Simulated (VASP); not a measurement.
# Cu (C2/m) in VASP: further runs, part 2 of 2

VASP 6.6.1. Earlier steps stand in the parts before.

### 3 Single point, PBE+D3(BJ)

This run uses another cell than the first one, of 11.11 Å³/atom, 1.010 times its volume.

INCAR

```
SYSTEM = Cu
PREC = Accurate ; ENCUT = 520
EDIFF = 1E-6 ; ISMEAR = 0
SIGMA = 0.1 ; LREAL = .False.
LASPH = .True. ; NELM = 60
ALGO = Fast ; ISIF = 2
LWAVE = .False. ; LCHARG = .False.
GGA = PE ; IVDW = 12
NBANDS = 12
```

KPOINTS

```
regular mesh
0
Gamma
  15 15 16
  0 0 0
```

POSCAR

```
Cu
1.0
    2.4646535038      0.0000000000      0.0000000000
   -1.2313541842      2.1350137627      0.0000000000
   -1.2320025627      0.7116712542      2.1122254628
Cu
1
Direct
    0.0000000000      0.0000000000      0.0000000000
```

Potentials or basis: VASP PAW PBE potentials, release 64 (Cu).

Started as:

```console
> cat potpaw_PBE.64/Cu/POTCAR > POTCAR
> mpirun -np 1 vasp_std > vasp.out
```

OUTCAR:

```text
SYSTEM = Cu
   PREC = Accurate
   ENCUT = 520
   EDIFF = 1E-6
   ISMEAR = 0
   LREAL = .False.
   LASPH = .True.
   NELM = 60
   ISIF = 2
   GGA = PE
   IVDW = 12
 IVDW          = 12

 ion  position               nearest neighbor table
   1  0.000  0.000  0.000-

  LATTYP: Found a base centered monoclinic cell.
 ALAT       =     4.2683435425
 B/A-ratio  =     0.5776540373
 C/A-ratio  =     0.5966539218
 COS(beta)  =    -0.5586711512

  Lattice vectors:

 A1 = (   1.2313541842,  -2.1350137627,   0.0000000000)
 A2 = (   2.4646535038,   0.0000000000,   0.0000000000)
 A3 = (  -1.2320025627,   0.7116712542,   2.1122254628)

Analysis of symmetry for initial positions (statically):
=====================================================================
 Subroutine PRICEL returns:
 Original cell was already a primitive cell.

 Routine SETGRP: Setting up the symmetry group for a
 base centered monoclinic supercell.

 Subroutine GETGRP returns: Found  4 space group operations
 (whereof  4 operations were pure point group operations)
 out of a pool of  4 trial point group operations.

The static configuration has the point symmetry C_2h.

Analysis of symmetry for dynamics (positions and initial velocities):
=====================================================================
 Subroutine PRICEL returns:
 Original cell was already a primitive cell.

 Routine SETGRP: Setting up the symmetry group for a
 base centered monoclinic supercell.

 Subroutine GETGRP returns: Found  4 space group operations
 (whereof  4 operations were pure point group operations)
 out of a pool of  4 trial point group operations.

The dynamic configuration has the point symmetry C_2h.

 Subroutine INISYM returns: Found  4 space group operations
 (whereof  4 operations are pure point group operations),
 and found     1 'primitive' translations

----------------------------------------------------------------------------------------

                                     Primitive cell

  volume of cell :      11.1147

  direct lattice vectors                    reciprocal lattice vectors
[... 114 lines left out ...]
   LEPSILON=     F    determine dielectric tensor
   LRPA    =     F    only Hartree local field effects (RPA)
 non-spin polarized calculation
 RMM-DIIS sequential band-by-band and
 Gauss-broadening in eV      SIGMA  =   0.10
  energy-cutoff  :      520.00
  volume of cell :       11.11
 maximum number of plane-waves:       310
   NGX =  9   NGY =  9   NGZ =  9

 number of electron      10.9999995 magnetization

 Free energy of the ion-electron system (eV)
  ---------------------------------------------------
  ext. energy  EPLUGINS =         0.00000000
  ---------------------------------------------------
  free energy    TOTEN  =        -3.68494166 eV

  energy without entropy =       -3.68356537  energy(sigma->0) =       -3.68425352

 E-fermi :   8.3850     XC(G=0): -13.0804

 val. band max:        8.3824513179   @ k =   0.0667  -0.4000   0.1250
 cond. band min:       8.3851302977   @ k =   0.0667  -0.1333   0.4375
 fundamental gap:      0.0026789798
 Fermi energy:         8.3849950952

 k-point     1 :       0.0000    0.0000    0.0000
  band No.  band energies     occupation
      1      -1.4601      2.00000
      2       4.9607      2.00000
      3       5.2094      2.00000
      4       5.2127      2.00000
      5       6.0626      2.00000
      6       6.0635      2.00000
      7      30.8778      0.00000
      8      33.5532      0.00000
      9      35.3980      0.00000
     10      35.4174      0.00000
     11      35.6175      0.00000
     12      37.8275      0.00000
[... 331 lines left out ...]
 k-point    24 :       0.2000    0.1333   -0.0000
  band No.  band energies     occupation
      1       1.2702      2.00000
      2       4.6971      2.00000
      3       5.3005      2.00000
      4       5.5125      2.00000
      5       5.7578      2.00000
      6       6.5630      2.00000
      7      22.4158      0.00000
      8      25.4104      0.00000
      9      32.9641      0.00000
     10      34.3317      0.00000
     11      35.0289      0.00000
     12      36.9256      0.00000

 [... further k-points ...]

------------------------ aborting loop because EDIFF is reached ----------------------------------------

 Edisp (eV)   -0.62097

 E8    (eV) :    -0.2664

  FORCE on cell =-STRESS in cart. coord.  units (eV):
  Direction    XX          YY          ZZ          XY          YZ          ZX
  --------------------------------------------------------------------------------------
  -------------------------------------------------------------------------------------
  Total       0.53369     0.52967    -0.14439    -0.00348    -0.00216     0.00373
  in kB      76.93085    76.35186   -20.81429    -0.50195    -0.31090     0.53821
  external pressure =       44.16 kB  Pullay stress =        0.00 kB

 VOLUME and BASIS-vectors are now :
 -----------------------------------------------------------------------------
  energy-cutoff  :      520.00
  volume of cell :       11.11
      direct lattice vectors                 reciprocal lattice vectors
     2.464653504  0.000000000  0.000000000     0.405736546  0.234005702  0.157811436
    -1.231354184  2.135013763  0.000000000     0.000000000  0.468381056 -0.157811436
    -1.232002563  0.711671254  2.112225463     0.000000000  0.000000000  0.473434308

 POSITION                                       TOTAL-FORCE (eV/Angst)
 -----------------------------------------------------------------------------------
      0.00000      0.00000      0.00000        -0.000000     -0.000000      0.000000
 -----------------------------------------------------------------------------------
    total drift:                               -0.000000      0.000000      0.000000

  FREE ENERGIE OF THE ION-ELECTRON SYSTEM (eV)
  ---------------------------------------------------
  free  energy   TOTEN  =        -4.3059131584 eV

  energy  without entropy=       -4.3045368726  energy(sigma->0) =       -4.30522502
```

OSZICAR:

```text
N       E                     dE             d eps       ncg     rms          rms(c)
DAV:   1     0.424656280706E+02    0.42466E+02   -0.54175E+03 26016   0.157E+03
DAV:   2    -0.327618529282E+01   -0.45742E+02   -0.42268E+02 23856   0.207E+02
DAV:   3    -0.459924484342E+01   -0.13231E+01   -0.13119E+01 27108   0.399E+01
DAV:   4    -0.460715418177E+01   -0.79093E-02   -0.79082E-02 26060   0.273E+00
DAV:   5    -0.460722447459E+01   -0.70293E-04   -0.70292E-04 27472   0.261E-01    0.775E+00
RMM:   6    -0.398989016329E+01    0.61733E+00   -0.28975E+00 29100   0.316E+01    0.399E+00
RMM:   7    -0.370177756940E+01    0.28811E+00   -0.39311E-01 28969   0.111E+01    0.105E+00
RMM:   8    -0.368627976683E+01    0.15498E-01   -0.13225E-02 29892   0.117E+00    0.300E-01
RMM:   9    -0.368485601951E+01    0.14237E-02   -0.33252E-03 30194   0.110E+00    0.263E-02
RMM:  10    -0.368493727542E+01   -0.81256E-04   -0.54795E-04 31177   0.271E-01    0.146E-02
RMM:  11    -0.368493905150E+01   -0.17761E-05   -0.73945E-05 31622   0.131E-01    0.131E-02
RMM:  12    -0.368494139658E+01   -0.23451E-05   -0.23976E-05 32309   0.535E-02    0.412E-03
RMM:  13    -0.368494166054E+01   -0.26397E-06   -0.26516E-06 23202   0.166E-02
   1 F= -.43059132E+01 E0= -.43052250E+01  d E =-.137629E-02
```

stdout:

```text
POSCAR found type information on POSCAR Cu
 POSCAR found :  1 types and       1 ions
 scaLAPACK will be used
 LDA part: xc-table for (Slater+PW92), standard interpolation
 POSCAR, INCAR and KPOINTS ok, starting setup
 FFT: planning ... GRIDC
 FFT: planning ... GRID_SOFT
 FFT: planning ... GRID
 WAVECAR not read
 entering main loop
WARNING in EDDRMM: call to ZHEGV failed, returncode =   6  3     11
```

It took 67 s on 1 thread of Intel Xeon Platinum 8559C (Emerald Rapids), shared host; peak memory 0.23 GiB.

What came out:

* Free energy: -4.3059 eV
* Pressure: 4.4 GPa
* Dispersion energy per atom: -0.621 eV

Stress tensor (GPa, compression positive):
```
 7.69 -0.05  0.05
-0.05  7.64 -0.03
 0.05 -0.03 -2.08
```

Levels at points of the mesh, in eV from the Fermi level:
| k point | band 4 | band 5 | band 6 | band 7 | band 8 | band 9 |
| --- | --- | --- | --- | --- | --- | --- |
| (0.00, 0.00, 0.00) | -3.17 | -2.32 | -2.32 | 22.49 | 25.17 | 27.01 |
| (0.00, 0.00, 0.50) | -1.75 | -1.75 | -1.64 | 3.38 | 22.24 | 24.10 |

Caveat: pairwise dispersion overbinds metals, which lowers pressure and volume.

### 4 Single point, PBE+D3(BJ), collinear spin, zero start

INCAR

```
PREC = Accurate
ENCUT = 520
EDIFF = 1E-7
ISMEAR = 0
SIGMA = 0.1
LREAL = False
LASPH = True
NELM = 150
ALGO = Fast
ISIF = 2
LWAVE = False
LCHARG = False
ISPIN = 2
MAGMOM = 0
LORBIT = 11
LMAXMIX = 4
GGA = PE
IVDW = 12
NBANDS = 16
```

KPOINTS

```
regular mesh
0
Gamma
  15 15 16
```

POSCAR

```
Cu
1.0
    2.4646534784      0.0000000147      0.0003540772
   -1.2313541588      2.1350137480     -0.0003540772
   -1.2316990990      0.7114959572      2.0911507967
Cu
1
Direct
    0.0000000000      0.0000000000      0.0000000000
```

Started as:

```console
> cat potpaw_PBE.64/Cu/POTCAR > POTCAR
> mpirun -np 1 vasp_std > vasp.out
```

Run time: 3.2 min. Hardware: 1 thread of Intel Xeon Platinum 8559C (Emerald Rapids), shared host; peak memory 0.34 GiB.

The run converged. Its results:

| Item | Value |
| --- | --- |
| Free energy | -4.3065 eV |
| Pressure | 5.8 GPa |
| Net moment | 0.00 μB per cell |
| Valence electrons inside the program's atomic spheres | Cu 10.09 |
| Dispersion energy per atom | -0.627 eV |

Stress tensor (GPa, compression positive):
```
 8.39 -0.06  0.00
-0.06  8.32  0.00
 0.00  0.00  0.69
```

Levels at points of the mesh, in eV from the Fermi level:
Spin up:
```csv
k point,band 3,band 4,band 5,band 6,band 7,band 8,band 9,band 10
"(0.00, 0.00, 0.00)",-3.23,-3.23,-2.36,-2.36,22.79,25.39,26.98,27.01
"(0.00, 0.00, 0.50)",-3.31,-1.77,-1.77,-1.60,3.55,22.15,24.03,24.04
```
Spin down:
| k point | band 4 | band 5 | band 6 | band 7 | band 8 | band 9 |
| --- | --- | --- | --- | --- | --- | --- |
| (0.00, 0.00, 0.00) | -3.23 | -2.36 | -2.36 | 22.79 | 25.39 | 26.98 |
| (0.00, 0.00, 0.50) | -1.77 | -1.77 | -1.60 | 3.55 | 22.15 | 24.03 |

Caveat: pairwise dispersion overbinds metals, which lowers pressure and volume.

### 5 Single point, PBE+D3(BJ), collinear spin, zero start

This run uses another cell than the first one, of 11.11 Å³/atom, 1.010 times its volume.

INCAR

```
SYSTEM = Cu
PREC = Accurate
ENCUT = 520
EDIFF = 1E-7
ISMEAR = 0
SIGMA = 0.1
LREAL = .FALSE.
LASPH = .TRUE.
NELM = 150
ALGO = Fast
ISIF = 2
LWAVE = .FALSE.
LCHARG = .FALSE.
ISPIN = 2
MAGMOM = 0
LORBIT = 11
LMAXMIX = 4
GGA = PE
IVDW = 12
NBANDS = 16
```

KPOINTS

```
regular mesh
0
G
  15 15 16
  0 0 0
```

POSCAR

```
Cu
1.0
    2.4646535038      0.0000000000      0.0000000000
   -1.2313541842      2.1350137627      0.0000000000
   -1.2320025627      0.7116712542      2.1122254628
Cu
1
Direct
    0.0000000000      0.0000000000      0.0000000000
```

Started as:

```console
> cat potpaw_PBE.64/Cu/POTCAR > POTCAR
> mpirun -np 1 vasp_std > vasp.out
```

Wall time 3.4 min (1 thread of Intel Xeon Platinum 8559C (Emerald Rapids), shared host); peak memory 0.35 GiB.

The run converged. Its results:

```yaml
Free_energy: -4.3059 eV
Pressure: 4.1 GPa
Net_moment: 0.00 μB per cell
Valence_electrons_inside_the_program's_atomic_spheres: Cu 10.08
Dispersion_energy_per_atom: -0.621 eV
```

Stress tensor (GPa, compression positive):
```
 7.40 -0.05  0.05
-0.05  7.35 -0.03
 0.05 -0.03 -2.37
```

Levels at points of the mesh, in eV from the Fermi level:
Spin up:
| k point | band 4 | band 5 | band 6 | band 7 | band 8 | band 9 |
| --- | --- | --- | --- | --- | --- | --- |
| (0.00, 0.00, 0.00) | -3.17 | -2.32 | -2.32 | 22.49 | 25.17 | 27.01 |
| (0.00, 0.00, 0.50) | -1.75 | -1.75 | -1.64 | 3.38 | 22.24 | 24.10 |
Spin down:
| k point | band 3 | band 4 | band 5 | band 6 | band 7 | band 8 | band 9 | band 10 |
| --- | --- | --- | --- | --- | --- | --- | --- | --- |
| (0.00, 0.00, 0.00) | -3.18 | -3.17 | -2.32 | -2.32 | 22.49 | 25.17 | 27.01 | 27.03 |
| (0.00, 0.00, 0.50) | -3.25 | -1.75 | -1.75 | -1.64 | 3.38 | 22.24 | 24.10 | 24.12 |

Caveat: pairwise dispersion overbinds metals, which lowers pressure and volume.

### 6 The runs side by side

| spin | cell | further INCAR settings | gap on the mesh (eV) | pressure (GPa) | moment (μB) |
| --- | --- | --- | --- | --- | --- |
| off | a = 2.465, b = 2.465, c = 2.529 Å, angles 60.9, 119.1, 120.0°, 1 atom | ALGO = Fast; EDIFF = 1e-06; NBANDS = 12 | none | 6.1 | - |
| off | a = 2.465, b = 2.465, c = 2.547 Å, angles 61.1, 118.9, 120.0°, 1 atom | ALGO = Fast; EDIFF = 1e-06; NBANDS = 12 | none | 4.4 | - |
| collinear, zero start | a = 2.465, b = 2.465, c = 2.529 Å, angles 60.9, 119.1, 120.0°, 1 atom | ALGO = Fast; EDIFF = 1e-07; NBANDS = 16 | none | 5.8 | 0.00 |
| collinear, zero start | a = 2.465, b = 2.465, c = 2.547 Å, angles 61.1, 118.9, 120.0°, 1 atom | ALGO = Fast; EDIFF = 1e-07; NBANDS = 16 | none | 4.1 | 0.00 |

Alike in all rows: task single point; level PBE+D3(BJ); potentials or basis VASP PAW PBE potentials, release 64 (Cu); k mesh 15 × 15 × 16; cutoff (eV) 520; smearing gaussian 0.1 eV.

Caveats: pairwise dispersion overbinds metals, which lowers pressure and volume.

Total energies depend on the potentials used, so only differences within one code and one set of settings carry meaning.
